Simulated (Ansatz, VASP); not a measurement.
TiC: VASP beside Ansatz

```
Ti C
1.0
     0.00000    2.13154    2.22892
     2.13154    0.00000    2.22892
     2.13154    2.13154    0.00000
Ti C
1 1
Direct
  0.00000 0.00000 0.00000
  0.50000 0.50000 0.50000
```

Change from the starting cell: strain -0.015 along x and y, +0.030 along z, atoms carried along.

Alike in both runs: task single point; functional PBE; k mesh 18 × 18 × 18; occupations gaussian, width 0.15 eV; no spin polarisation.

```csv
,VASP,Ansatz
version,VASP 6.6.1,Ansatz 0.2.0
potentials or method,"VASP PAW PBE potentials, release 64 (Ti_sv, C), cutoff 520 eV","scalar-relativistic, plane waves, PAW"
valence electrons in the cell,16,16
```

|  | VASP | Ansatz | Ansatz less VASP |
| --- | --- | --- | --- |
| gap on the k mesh at the Fermi level (eV) | none | none | - |
| pressure (GPa) | 2.2 | 2.0 | -0.19 |
| traceless stress, the component that is largest in VASP (GPa) | -11.13 | -11.03 | +0.094 |

A gap of «none» marks a metal or a gap that the smearing closes.
